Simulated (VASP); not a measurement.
# Re (Fd-3m) in VASP: further runs

The runs below take Re through single point, with RPBE.

Everything below comes from runs of VASP 6.6.1. Logs are shortened: lines on timing, memory, paths and dates and some standing lists are left out, and cuts for length are marked.

## (1) The cell of the first run

It takes space group Fd-3m (No. 227, cubic). The conventional cell has a = 5.601 Å, b = 5.601 Å, c = 5.601 Å, α = 90.00°, β = 90.00°, γ = 90.00°. Re (site symmetry -43m) has 4 Re at 2.43 Å within 3.2 Å.

This isn't the form of Re at room conditions, which is hcp.

## (2) Single point, RPBE (21.96 Å³/atom)

Contents of INCAR:

```
SYSTEM = Re
PREC = Accurate
ENCUT = 520
EDIFF = 1E-6
ISMEAR = -1
SIGMA = 0.1
LREAL = .False.
LASPH = .True.
NELM = 100
ALGO = Normal
ISIF = 2
LWAVE = .False.
LCHARG = .True.
GGA = RP
LELF = .True.
LVHAR = .True.
NBANDS = 14
```

Contents of KPOINTS:

```
regular mesh
0
Gamma
  11 11 11
  0 0 0
```

Contents of POSCAR:

```
Re
1.0
    0.0000000000      2.8004999803      2.8004999803
    2.8004999803      0.0000000000      2.8004999803
    2.8004999803      2.8004999803      0.0000000000
Re
2
Direct
    0.1250000000      0.1250000000      0.1250000000
    0.8750000000      0.8750000000      0.8750000000
```

Potentials or basis: VASP PAW PBE potentials, release 64 (Re).

Started as:

```console
$ cat potpaw_PBE.64/Re/POTCAR > POTCAR
$ mpirun -np 1 vasp_std > vasp.out
```

OUTCAR:

```text
SYSTEM = Re
   PREC = Accurate
   ENCUT = 520
   EDIFF = 1E-6
   ISMEAR = -1
   LREAL = .False.
   LASPH = .True.
   NELM = 100
   ISIF = 2
   GGA = RP

 ion  position               nearest neighbor table
   1  0.125  0.125  0.125-   2 2.43   2 2.43   2 2.43   2 2.43
   2  0.875  0.875  0.875-   1 2.43   1 2.43   1 2.43   1 2.43

  LATTYP: Found a face centered cubic cell.
 ALAT       =     5.6009999606

  Lattice vectors:

 A1 = (   0.0000000000,   2.8004999803,   2.8004999803)
 A2 = (   2.8004999803,   0.0000000000,   2.8004999803)
 A3 = (   2.8004999803,   2.8004999803,   0.0000000000)

Analysis of symmetry for initial positions (statically):
=====================================================================
 Subroutine PRICEL returns:
 Original cell was already a primitive cell.

 Routine SETGRP: Setting up the symmetry group for a
 face centered cubic supercell.

 Subroutine GETGRP returns: Found 48 space group operations
 (whereof 12 operations were pure point group operations)
 out of a pool of 48 trial point group operations.

The static configuration has the point symmetry D_3d.
 The point group associated with its full space group is O_h .

Analysis of symmetry for dynamics (positions and initial velocities):
=====================================================================
 Subroutine PRICEL returns:
 Original cell was already a primitive cell.

 Routine SETGRP: Setting up the symmetry group for a
 face centered cubic supercell.

 Subroutine GETGRP returns: Found 48 space group operations
 (whereof 12 operations were pure point group operations)
 out of a pool of 48 trial point group operations.

The dynamic configuration has the point symmetry D_3d.
 The point group associated with its full space group is O_h .

 Subroutine INISYM returns: Found 48 space group operations
 (whereof 12 operations are pure point group operations),
 and found     1 'primitive' translations

----------------------------------------------------------------------------------------

                                     Primitive cell

  volume of cell :      43.9275

  direct lattice vectors                    reciprocal lattice vectors
     0.000000000  2.800499980  2.800499980    -0.178539548  0.178539548  0.178539548
     2.800499980  0.000000000  2.800499980     0.178539548 -0.178539548  0.178539548
     2.800499980  2.800499980  0.000000000     0.178539548  0.178539548 -0.178539548

  length of vectors
[... 92 lines left out ...]
   PSTRESS=    0.0 pullay stress
   NELECT =      14.0000    total number of electrons
   NUPDOWN=      -1.0000    fix difference up-down
   EMIN   =  10.00;   EMAX   =-10.00  energy-range for DOS
   EFERMI =   0.00;   METHOD = LEGACY
   ISMEAR =    -1;   SIGMA  =   0.10  broadening in eV -4-tet -1-fermi 0-gaus
   EFERMI_NEDOS =   21; number of points for ismear=-14 and -15
   IALGO  =     38    algorithm
   IMIX   =      4    mixing-type and parameters
     AMIX     =   0.40;   BMIX     =  1.00
     AMIX_MAG =   1.60;   BMIX_MAG =  1.00
  volume/ion in A,a.u.               =      21.96       148.22
  Fermi-wavevector in a.u.,A,eV,Ry     =   1.118249  2.113185 17.013831  1.250481
  Thomas-Fermi vector in A             =   2.254879
   LORBIT       =      0    0 simple, 1 ext, 2 COOP (PROOUT), +10 PAW based schemes
   GGA     = RP    functional components
   LHFCALC =     F    Hartree Fock is set to
   AEXX    =    0.0000 exact exchange contribution
   IVDW    =     0    specifies the selected vdW correction
   LEPSILON=     F    determine dielectric tensor
   LRPA    =     F    only Hartree local field effects (RPA)
 non-spin polarized calculation
  energy-cutoff  :      520.00
  volume of cell :       43.93
 maximum number of plane-waves:      1243
 NGX is ok and might be reduce to    30
   NGX = 15   NGY = 15   NGZ = 15

 number of electron      14.0000000 magnetization

 Free energy of the ion-electron system (eV)
  ---------------------------------------------------
  ext. energy  EPLUGINS =         0.00000000
  ---------------------------------------------------
  free energy    TOTEN  =       -20.64923095 eV

  energy without entropy =      -20.60843612  energy(sigma->0) =      -20.62883353

 E-fermi :   3.7598     XC(G=0): -11.0547

 val. band max:        3.7211669757   @ k =  -0.4545   0.4545   0.0000
 cond. band min:       3.7830892437   @ k =  -0.3636   0.4545   0.1818
 fundamental gap:      0.0619222680
 Fermi energy:         3.7598468148

 k-point     1 :       0.0000    0.0000    0.0000
  band No.  band energies     occupation
      1      -3.1789      2.00000
      2       0.6525      2.00000
      3       0.6525      2.00000
      4       1.4480      2.00000
      5       1.4480      2.00000
      6       1.4480      2.00000
      7       4.4175      0.00278
      8       4.4175      0.00278
      9       4.4175      0.00278
     10       7.9849      0.00000
     11       7.9849      0.00000
     12      15.0934      0.00000
     13      15.3338      0.00000
     14      16.6113      0.00000
[... 377 lines left out ...]
      1      -1.6834      2.00000
      2       0.1657      2.00000
      3       0.7812      2.00000
      4       1.0539      2.00000
      5       1.5797      2.00000
      6       2.5247      1.99999
      7       3.3718      1.95954
      8       3.9211      0.33244
      9       5.0452      0.00001
     10       6.8685      0.00000
     11       8.2605      0.00000
     12      11.8888      0.00000
     13      12.4555      0.00000
     14      14.7015      0.00000

 [... further k-points ...]

------------------------ aborting loop because EDIFF is reached ----------------------------------------

  FORCE on cell =-STRESS in cart. coord.  units (eV):
  Direction    XX          YY          ZZ          XY          YZ          ZX
  --------------------------------------------------------------------------------------
  -------------------------------------------------------------------------------------
  Total        1.5504462      1.5504462      1.5504462      0.0000000      0.0000000     -0.0000000
  in kB       56.5497354     56.5497354     56.5497354      0.0000000      0.0000000     -0.0000000
  external PRESSURE =      56.5497354 kB  Pullay stress =       0.0000000 kB

 VOLUME and BASIS-vectors are now :
 -----------------------------------------------------------------------------
  energy-cutoff  :      520.00
  volume of cell :       43.93
      direct lattice vectors                 reciprocal lattice vectors
     0.000000000  2.800499980  2.800499980    -0.178539548  0.178539548  0.178539548
     2.800499980  0.000000000  2.800499980     0.178539548 -0.178539548  0.178539548
     2.800499980  2.800499980  0.000000000     0.178539548  0.178539548 -0.178539548

 POSITION                                       TOTAL-FORCE (eV/Angst)
 -----------------------------------------------------------------------------------
      0.70012      0.70012      0.70012         0.000000      0.000000      0.000000
      4.90087      4.90087      4.90087        -0.000000     -0.000000     -0.000000
 -----------------------------------------------------------------------------------
    total drift:                               -0.000000      0.000000      0.000000

  FREE ENERGIE OF THE ION-ELECTRON SYSTEM (eV)
  ---------------------------------------------------
  free  energy   TOTEN  =       -20.6492309456 eV

  energy  without entropy=      -20.6084361198  energy(sigma->0) =      -20.62883353
```

OSZICAR:

```text
N       E                     dE             d eps       ncg     rms          rms(c)
DAV:   1     0.228015611696E+02    0.22802E+02   -0.63235E+03  3128   0.113E+03
DAV:   2    -0.197221409519E+02   -0.42524E+02   -0.37123E+02  2562   0.225E+02
DAV:   3    -0.211045149341E+02   -0.13824E+01   -0.13228E+01  2578   0.495E+01
DAV:   4    -0.211293887754E+02   -0.24874E-01   -0.24819E-01  2400   0.507E+00
DAV:   5    -0.211300840207E+02   -0.69525E-03   -0.69514E-03  2524   0.149E+00    0.278E+01
DAV:   6    -0.207940940852E+02    0.33599E+00   -0.27274E-01  2772   0.109E+01    0.139E+01
DAV:   7    -0.206555775508E+02    0.13852E+00   -0.21785E-01  2864   0.949E+00    0.681E-01
DAV:   8    -0.206490833588E+02    0.64942E-02   -0.14173E-02  2642   0.177E+00    0.248E-01
DAV:   9    -0.206492126712E+02   -0.12931E-03   -0.31801E-04  2744   0.333E-01    0.924E-02
DAV:  10    -0.206492251375E+02   -0.12466E-04   -0.15841E-05  2622   0.767E-02    0.388E-02
DAV:  11    -0.206492307111E+02   -0.55736E-05   -0.50103E-06  2296   0.683E-02    0.133E-02
DAV:  12    -0.206492309456E+02   -0.23453E-06   -0.16390E-06  1422   0.145E-02
   1 F= -.20649231E+02 E0= -.20628834E+02  d E =-.407948E-01
```

It took 41 s on 1 thread of Intel Xeon 8259CL, shared host; peak memory 0.19 GiB.

Results:

```
Free energy            : -20.6492 eV
Pressure               : 5.7 GPa
Band gap on the k mesh : zero (bands 7 and 8 overlap by 1.19 eV)
```

Levels at points of the mesh, in eV from the Fermi level:
```
           k point  band 4  band 5  band 6  band 7  band 8  band 9  band 10  band 11
(0.00, 0.00, 0.00)   -2.31   -2.31   -2.31    0.66    0.66    0.66     4.23     4.23
```

Caveat: the cell stands under pressure; the PAW data sets were made with another functional, which shifts forces and pressure a little; spin-orbit coupling is left out, which moves the levels of the heavy elements.

## (3) Single point, RPBE (22.88 Å³/atom)

This run uses another cell than the first one, of 22.88 Å³/atom.

Contents of INCAR:

```
ALGO     = Normal         # electronic algorithm
EDIFF    = 1E-6           # SCF threshold, eV
ENCUT    = 520            # plane-wave cutoff, eV
GGA      = RP             # functional
ISIF     = 2              # what is computed and relaxed
ISMEAR   = -1             # smearing method
LASPH    = T              # aspherical terms in the spheres
LCHARG   = T              # write CHGCAR
LELF     = T              # ELF
LREAL    = F              # projectors in reciprocal space
LVHAR    = T            
LWAVE    = F              # write WAVECAR
NBANDS   = 14             # bands
NELM     = 100            # most SCF steps
PREC     = Accurate       # precision mode
SIGMA    = 0.1            # smearing width, eV
```

Contents of KPOINTS:

```
k-points
0
Gamma
  11 11 11
```

Contents of POSCAR:

```
Re
1.0
    0.0000000000      2.8388677614      2.8388677614
    2.8388677614      0.0000000000      2.8388677614
    2.8388677614      2.8388677614      0.0000000000
Re
2
Direct
    0.1250000000      0.1250000000      0.1250000000
    0.8750000000      0.8750000000      0.8750000000
```

Potentials or basis: VASP PAW PBE potentials, release 64 (Re).

Started as:

```console
$ cat potpaw_PBE.64/Re/POTCAR > POTCAR
$ mpirun -np 1 vasp_std > vasp.out
```

Run time: 42 s. Hardware: 1 thread of Intel Xeon 8259CL, shared host; peak memory 0.18 GiB.

The run converged. Its results:

```
Free energy            : -20.6716 eV
Pressure               : -1.6 GPa
Band gap on the k mesh : zero (bands 7 and 8 overlap by 1.14 eV)
```

Levels at points of the mesh, in eV from the Fermi level:
```csv
k point,band 3,band 4,band 5,band 6,band 7,band 8,band 9,band 10,band 11,band 12
"(0.00, 0.00, 0.00)",-2.93,-2.23,-2.23,-2.23,0.63,0.63,0.63,3.98,3.98,11.18
```

Caveat: the PAW data sets were made with another functional, which shifts forces and pressure a little; spin-orbit coupling is left out, which moves the levels of the heavy elements.

## (4) Single point, RPBE (23.79 Å³/atom)

This run uses another cell than the first one, of 23.79 Å³/atom.

Contents of INCAR:

```
ALGO = Normal ; EDIFF = 1E-6
ENCUT = 520 ; GGA = RP
ISIF = 2 ; ISMEAR = -1
LASPH = T ; LCHARG = T
LELF = T ; LREAL = F
LVHAR = T ; LWAVE = F
NBANDS = 14 ; NELM = 100
PREC = Accurate ; SIGMA = 0.1
```

KPOINTS is that of step 3.

Contents of POSCAR:

```
Re
1.0
    0.0000000000      2.8762255687      2.8762255687
    2.8762255687      0.0000000000      2.8762255687
    2.8762255687      2.8762255687      0.0000000000
Re
2
Direct
    0.1250000000      0.1250000000      0.1250000000
    0.8750000000      0.8750000000      0.8750000000
```

Started as:

```console
$ cat potpaw_PBE.64/Re/POTCAR > POTCAR
$ mpirun -np 1 vasp_std > vasp.out
```

It took 40 s on 1 thread of Intel Xeon 8259CL, shared host; peak memory 0.19 GiB.

Results (log left out):

| Property | Result |
| --- | --- |
| Free energy | -20.6187 eV |
| Pressure | -7.6 GPa |
| Band gap on the k mesh | zero (bands 7 and 8 overlap by 1.08 eV) |

Levels at points of the mesh, in eV from the Fermi level:
```tsv
k point	band 5	band 6	band 7	band 8	band 9	band 10
(0.00, 0.00, 0.00)	-2.16	-2.16	0.60	0.60	0.60	3.75
```

Caveat: the cell stands under tension; the PAW data sets were made with another functional, which shifts forces and pressure a little; spin-orbit coupling is left out, which moves the levels of the heavy elements.

## (5) The runs side by side

```csv
cell,gap on the mesh (eV),pressure (GPa)
"a = 3.961 Å, angles 60.0°, 2 atoms",none,5.7
"a = 4.015 Å, angles 60.0°, 2 atoms",none,-1.6
"a = 4.068 Å, angles 60.0°, 2 atoms",none,-7.6
```

Alike in all rows: task single point; level RPBE; potentials or basis VASP PAW PBE potentials, release 64 (Re); no spin polarisation; k mesh 11 × 11 × 11; cutoff (eV) 520; smearing fermi-dirac 0.1 eV.

Caveats: the PAW data sets were made with another functional, which shifts forces and pressure a little; spin-orbit coupling is left out, which moves the levels of the heavy elements; the cell stands under pressure (at least some runs); the cell stands under tension (at least some runs).

Total energies depend on the potentials used, so only differences within one code and one set of settings carry meaning.

The gap in the log of VASP goes by the Fermi energy; the results here count the filled bands.